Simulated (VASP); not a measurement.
# Ti6H in VASP: notebook

Ti6H is run at these levels: PBE; tasks: single point.

Everything below comes from runs of VASP 6.6.1. Logs are shortened: lines on timing, memory, paths and dates and some standing lists are left out, and cuts for length are marked.

## (1) The cell of the first run

The cell holds a slab with vacuum, 14 atoms: a = 5.664 Å, b = 4.579 Å, c = 24.551 Å, α = 90.00°, β = 90.00°, γ = 90.00°.

## (2) Single point, PBE

INCAR reads:

```
SYSTEM = Ti6H
ALGO     = Normal         ! electronic algorithm
DIPOL    = 0.5 0.5 0.319
EDIFF    = 1E-6           ! SCF threshold, eV
ENCUT    = 520            ! plane-wave cutoff, eV
GGA      = PE             ! functional
IDIPOL   = 3            
ISIF     = 2              ! what is computed and relaxed
ISMEAR   = 0              ! smearing method
LASPH    = .TRUE.         ! aspherical terms in the spheres
LCHARG   = .FALSE.        ! write CHGCAR
LDIPOL   = .TRUE.       
LREAL    = .FALSE.        ! projectors in reciprocal space
LWAVE    = .FALSE.        ! write WAVECAR
NBANDS   = 86             ! bands
NELM     = 100            ! most SCF steps
PREC     = Accurate       ! precision mode
SIGMA    = 0.1            ! smearing width, eV
```

KPOINTS reads:

```
k-points
0
G
  5 6 1
  0 0 0
```

POSCAR reads:

```
Ti6H
1.0
    5.6639455763      0.0000000000      0.0000000000
    0.0000000000      4.5793473381      0.0000000000
    0.0000000000      0.0000000000     24.5506933039
Ti H
12 2
Direct
    0.2500000000      0.0000000000      0.1629281891
    0.7500000000      0.0000000000      0.1629281891
    0.0000000000      0.5000000000      0.2167736627
    0.5000000000      0.5000000000      0.2167736627
    0.2500000000      0.0000000000      0.2706191363
    0.7500000000      0.0000000000      0.2706191363
    0.2500000000      0.5000000000      0.3256599435
    0.7500000000      0.5000000000      0.3256599435
    0.0000000000      0.0000000000      0.3779650127
    0.5000000000      0.0000000000      0.3779650127
    0.2500000000      0.5000000000      0.4297513383
    0.7500000000      0.5000000000      0.4297513383
   -0.1973006246      0.0000000000      0.4480807596
    0.1973006246      0.0000000000      0.4480807596
```

Potentials or basis: VASP PAW PBE potentials, release 64 (Ti_sv, H).

Command:

```console
cat potpaw_PBE.64/Ti_sv/POTCAR potpaw_PBE.64/H/POTCAR > POTCAR
mpirun -np 1 vasp_std > vasp.out
```

OUTCAR:

```text
SYSTEM = Ti6H
   EDIFF = 1E-6
   ENCUT = 520
   GGA = PE
   ISIF = 2
   ISMEAR = 0
   LASPH = .TRUE.
   LREAL = .FALSE.
   NELM = 100
   PREC = Accurate

 ion  position               nearest neighbor table
   1  0.250  0.000  0.163-   5 2.64   2 2.83   2 2.83
   2  0.750  0.000  0.163-   6 2.64   1 2.83   1 2.83
   3  0.000  0.500  0.217-   4 2.83   4 2.83
   4  0.500  0.500  0.217-   3 2.83   3 2.83
   5  0.250  0.000  0.271-   1 2.64   7 2.66   7 2.66   6 2.83   6 2.83
   6  0.750  0.000  0.271-   2 2.64   8 2.66   8 2.66   5 2.83   5 2.83
   7  0.250  0.500  0.326-  11 2.56   5 2.66   5 2.66   8 2.83   8 2.83
   8  0.750  0.500  0.326-  12 2.56   6 2.66   6 2.66   7 2.83   7 2.83
   9  0.000  0.000  0.378-  10 2.83  10 2.83
  10  0.500  0.000  0.378-   9 2.83   9 2.83
  11  0.250  0.500  0.430-   7 2.56  12 2.83  12 2.83
  12  0.750  0.500  0.430-   8 2.56  11 2.83  11 2.83
  13  0.803  0.000  0.448-
  14  0.197  0.000  0.448-

  LATTYP: Found a simple orthorhombic cell.
 ALAT       =     4.5793473381
 B/A-ratio  =     1.2368455935
 C/A-ratio  =     5.3611773668

  Lattice vectors:

 A1 = (   0.0000000000,  -4.5793473381,   0.0000000000)
 A2 = (   5.6639455763,   0.0000000000,   0.0000000000)
 A3 = (   0.0000000000,   0.0000000000,  24.5506933039)

Analysis of symmetry for initial positions (statically):
=====================================================================
 Subroutine PRICEL returns:
 Original cell was already a primitive cell.

 Routine SETGRP: Setting up the symmetry group for a
 simple orthorhombic supercell.

 Subroutine GETGRP returns: Found  4 space group operations
 (whereof  4 operations were pure point group operations)
 out of a pool of  8 trial point group operations.

The static configuration has the point symmetry C_2v.

Analysis of symmetry for dynamics (positions and initial velocities):
=====================================================================
 Subroutine PRICEL returns:
 Original cell was already a primitive cell.

 Routine SETGRP: Setting up the symmetry group for a
 simple orthorhombic supercell.

 Subroutine GETGRP returns: Found  4 space group operations
 (whereof  4 operations were pure point group operations)
 out of a pool of  8 trial point group operations.

The dynamic configuration has the point symmetry C_2v.

 Subroutine INISYM returns: Found  4 space group operations
 (whereof  4 operations are pure point group operations),
 and found     1 'primitive' translations

----------------------------------------------------------------------------------------

                                     Primitive cell

  volume of cell :     636.7756

  direct lattice vectors                    reciprocal lattice vectors
     5.663945576  0.000000000  0.000000000     0.176555369  0.000000000  0.000000000
     0.000000000  4.579347338  0.000000000     0.000000000  0.218371730  0.000000000
     0.000000000  0.000000000 24.550693304     0.000000000  0.000000000  0.040732047

  length of vectors
     5.663945576  4.579347338 24.550693304     0.176555369  0.218371730  0.040732047

  position of ions in fractional coordinates (direct lattice)
     0.250000000  0.000000000  0.162928189
     0.750000000  0.000000000  0.162928189
     0.000000000  0.500000000  0.216773663
     0.500000000  0.500000000  0.216773663
     0.250000000  0.000000000  0.270619136
     0.750000000  0.000000000  0.270619136
     0.250000000  0.500000000  0.325659943
     0.750000000  0.500000000  0.325659943
     0.000000000  0.000000000  0.377965013
     0.500000000  0.000000000  0.377965013
     0.250000000  0.500000000  0.429751338
     0.750000000  0.500000000  0.429751338
     0.802699375  0.000000000  0.448080760
     0.197300625  0.000000000  0.448080760

  ion indices of the primitive-cell ions
   primitive index   ion index
                 1           1
                 2           2
                 3           3
                 4           4
                 5           5
                 6           6
                 7           7
                 8           8
                 9           9
                10          10
                11          11
                12          12
                13          13
                14          14

----------------------------------------------------------------------------------------

 KPOINTS: k-points

Automatic generation of k-mesh.
 Grid dimensions read from file:
 generate k-points for:    5    6    1

 Generating k-lattice:

  Cartesian coordinates                     Fractional coordinates (reciprocal lattice)
     0.035311074  0.000000000  0.000000000     0.200000000  0.000000000  0.000000000
     0.000000000  0.036395288  0.000000000     0.000000000  0.166666667  0.000000000
     0.000000000  0.000000000  0.040732047     0.000000000  0.000000000  1.000000000

  Length of vectors
     0.035311074  0.036395288  0.040732047

  Shift w.r.t. Gamma in fractional coordinates (k-lattice)
     0.000000000  0.000000000  0.000000000

 Subroutine IBZKPT returns following result:
 ===========================================

 Found     12 irreducible k-points:

 Following reciprocal coordinates:
            Coordinates               Weight
  0.000000  0.000000  0.000000      1.000000
  0.200000  0.000000  0.000000      2.000000
  0.400000  0.000000  0.000000      2.000000
  0.000000  0.166667  0.000000      2.000000
  0.200000  0.166667  0.000000      4.000000
  0.400000  0.166667  0.000000      4.000000
  0.000000  0.333333  0.000000      2.000000
  0.200000  0.333333  0.000000      4.000000
  0.400000  0.333333  0.000000      4.000000
  0.000000  0.500000  0.000000      1.000000
  0.200000  0.500000  0.000000      2.000000
  0.400000  0.500000  0.000000      2.000000
   k-points           NKPTS =     12   k-points in BZ     NKDIM =     12   number of bands    NBANDS=     86
   number of dos      NEDOS =    301   number of ions     NIONS =     14
   total plane-waves  NPLWV = 290304
   dimension x,y,z NGX =    42 NGY =   36 NGZ =  192
   dimension x,y,z NGXF=    84 NGYF=   72 NGZF=  384
   ions per type =              12   2
   NGX,Y,Z   is equivalent  to a cutoff of  12.33, 13.07, 13.00 a.u.
   NGXF,Y,Z  is equivalent  to a cutoff of  24.66, 26.14, 26.00 a.u.
 SYSTEM =  Ti6H
   PREC   = accura    normal or accurate (medium, high low for compatibility)
   ISTART =      0    job   : 0-new  1-cont  2-samecut
   ICHARG =      2    charge: 1-file 2-atom 10-const
   ISPIN  =      1    spin polarized calculation?
   LNONCOLLINEAR =      F non collinear calculations
   LSORBIT =      F    spin-orbit coupling
   LASPH  =      T    aspherical Exc in radial PAW
   ENCUT  =  520.0 eV  38.22 Ry    6.18 a.u.  10.53  8.51 45.65*2*pi/ulx,y,z
   NELM   =    100;   NELMIN=  2; NELMDL= -5     # of ELM steps
   EDIFF  = 0.1E-05   stopping-criterion for ELM
   LREAL  =      F    real-space projection
   EDIFFG = 0.1E-04   stopping-criterion for IOM
   NSW    =      0    number of steps for IOM
   IBRION =     -1    ionic relax: 0-MD 1-quasi-New 2-CG
   NFREE  =      0    steps in history (QN), initial steepest desc. (CG)
   ISIF   =      2    stress and relaxation
   ISYM   =      2    0-nonsym 1-usesym 2-fastsym
   POTIM  = 0.5000    time-step for ionic-motion
   TEBEG  =    0.0;   TEEND  =   0.0 temperature during run
   PSTRESS=    0.0 pullay stress
   NELECT =     146.0000    total number of electrons
   NUPDOWN=      -1.0000    fix difference up-down
   EMIN   =  10.00;   EMAX   =-10.00  energy-range for DOS
   EFERMI =   0.00;   METHOD = LEGACY
   ISMEAR =     0;   SIGMA  =   0.10  broadening in eV -4-tet -1-fermi 0-gaus
   EFERMI_NEDOS =   21; number of points for ismear=-14 and -15
   IALGO  =     38    algorithm
   IMIX   =      4    mixing-type and parameters
     AMIX     =   0.40;   BMIX     =  1.00
     AMIX_MAG =   1.60;   BMIX_MAG =  1.00
  volume/ion in A,a.u.               =      45.48       306.94
  Fermi-wavevector in a.u.,A,eV,Ry     =   1.001991  1.893488 13.660047  1.003985
  Thomas-Fermi vector in A             =   2.134449
   LORBIT       =      0    0 simple, 1 ext, 2 COOP (PROOUT), +10 PAW based schemes
   GGA     = PE    functional components
   LHFCALC =     F    Hartree Fock is set to
   AEXX    =    0.0000 exact exchange contribution
   IVDW    =     0    specifies the selected vdW correction
   LEPSILON=     F    determine dielectric tensor
   LRPA    =     F    only Hartree local field effects (RPA)
 non-spin polarized calculation
 Gauss-broadening in eV      SIGMA  =   0.10
  energy-cutoff  :      520.00
  volume of cell :      636.78
 maximum number of plane-waves:     17211
 NGX is ok and might be reduce to    42
   NGX = 21   NGY = 17   NGZ = 91

 dipolmoment           0.000000      0.000000      0.033386 electrons x Angstroem

 number of electron     146.0000060 magnetization

 dipolmoment           0.000000      0.000000     -0.020288 electrons x Angstroem

 Free energy of the ion-electron system (eV)
  ---------------------------------------------------
  ext. energy  EPLUGINS =         0.00000000
  ---------------------------------------------------
  free energy    TOTEN  =       -94.77939436 eV

  energy without entropy =      -94.66087979  energy(sigma->0) =      -94.72013707

 E-fermi :   0.6035     XC(G=0):  -4.7219

 val. band max:        0.6022481127   @ k =   0.2000   0.3333   0.0000
 cond. band min:       0.6049651861   @ k =   0.0000   0.0000   0.0000
 fundamental gap:      0.0027170733
 Fermi energy:         0.6034557412

 k-point     1 :       0.0000    0.0000    0.0000
  band No.  band energies     occupation
      1     -56.3572      2.00000
      2     -56.3542      2.00000
      3     -56.2930      2.00000
      4     -56.2919      2.00000
      5     -56.2569      2.00000
      6     -56.2410      2.00000
[... 77 lines left out ...]
     84       1.6404      0.00000
     85       1.7272      0.00000

 k-point     2 :       0.2000    0.0000    0.0000
  band No.  band energies     occupation
      1     -56.3512      2.00000
      2     -56.3484      2.00000
      3     -56.2992      2.00000
      4     -56.2982      2.00000
      5     -56.2545      2.00000
      6     -56.2364      2.00000
[... 869 lines left out ...]
     84       1.3708      0.00000
     85       1.4488      0.00000

 k-point    12 :       0.4000    0.5000    0.0000
  band No.  band energies     occupation
      1     -56.3282      2.00000
      2     -56.3274      2.00000
      3     -56.3115      2.00000
      4     -56.3107      2.00000
      5     -56.2577      2.00000
      6     -56.2282      2.00000
[... 77 lines left out ...]
     84       1.1683      0.00000
     85       1.1758      0.00000
 [bands above 85 left out]

------------------------ aborting loop because EDIFF is reached ----------------------------------------

 vacuum level on the upper side and lower side of the slab       (xc-potential included)        -0.236        -0.077

  FORCE on cell =-STRESS in cart. coord.  units (eV):
  Direction    XX          YY          ZZ          XY          YZ          ZX
  --------------------------------------------------------------------------------------
  -------------------------------------------------------------------------------------
  Total       -5.7939820    -12.7316110     -4.9985632      0.0000000      0.0000000      0.0000000
  in kB      -14.5781128    -32.0337312    -12.5767768      0.0000000      0.0000000      0.0000000
  external PRESSURE =     -19.7295402 kB  Pullay stress =       0.0000000 kB

 VOLUME and BASIS-vectors are now :
 -----------------------------------------------------------------------------
  energy-cutoff  :      520.00
  volume of cell :      636.78
      direct lattice vectors                 reciprocal lattice vectors
     5.663945576  0.000000000  0.000000000     0.176555369  0.000000000  0.000000000
     0.000000000  4.579347338  0.000000000     0.000000000  0.218371730  0.000000000
     0.000000000  0.000000000 24.550693304     0.000000000  0.000000000  0.040732047

 POSITION                                       TOTAL-FORCE (eV/Angst)
 -----------------------------------------------------------------------------------
      1.41599      0.00000      4.00000        -0.001826     -0.000000      0.421710
      4.24796      0.00000      4.00000         0.001826     -0.000000      0.421710
      0.00000      2.28967      5.32194         0.000000     -0.000000     -0.022571
      2.83197      2.28967      5.32194         0.000000     -0.000000     -0.040164
      1.41599      0.00000      6.64389         0.026459      0.000000     -0.380654
      4.24796      0.00000      6.64389        -0.026459     -0.000000     -0.380654
      1.41599      2.28967      7.99518         0.003237     -0.000000     -0.083026
      4.24796      2.28967      7.99518        -0.003237     -0.000000     -0.083026
      0.00000      0.00000      9.27930         0.000000     -0.000000      0.970626
      2.83197      0.00000      9.27930         0.000000     -0.000000      0.836229
      1.41599      2.28967     10.55069         0.047496      0.000000      0.072531
      4.24796      2.28967     10.55069        -0.047496     -0.000000      0.072531
      4.54645      0.00000     11.00069        -0.483730     -0.000000     -0.902622
      1.11750      0.00000     11.00069         0.483730      0.000000     -0.902622
 -----------------------------------------------------------------------------------
    total drift:                                0.000000      0.000000      0.000176

  FREE ENERGIE OF THE ION-ELECTRON SYSTEM (eV)
  ---------------------------------------------------
  free  energy   TOTEN  =       -94.7793943573 eV

  energy  without entropy=      -94.6608797853  energy(sigma->0) =      -94.72013707

 vacuum level on the upper side and lower side of the slab         3.716         3.876
```

Run time: 64 min. Hardware: 1 thread of Intel Xeon Platinum 8259CL at 2.50GHz (Skylake/Cascade Lake), shared host; peak memory 0.88 GiB.

Results:

- Free energy: -94.7794 eV
- Largest force: 1.024 eV/Å
- Band gap on the k mesh: zero (bands 73 and 74 overlap by 0.18 eV)

Forces in eV/Å, atoms in the order of the input:
```
Ti  -0.002  0.000  0.422
Ti   0.002  0.000  0.422
Ti   0.000  0.000 -0.023
Ti   0.000  0.000 -0.040
Ti   0.026  0.000 -0.381
Ti  -0.026  0.000 -0.381
Ti   0.003  0.000 -0.083
Ti  -0.003  0.000 -0.083
Ti   0.000  0.000  0.971
Ti   0.000  0.000  0.836
Ti   0.047  0.000  0.073
Ti  -0.047  0.000  0.073
H   -0.484  0.000 -0.903
H    0.484  0.000 -0.903
```

(Continued in part 2 of 2.)

The gap in the log of VASP goes by the Fermi energy; the results here count the filled bands.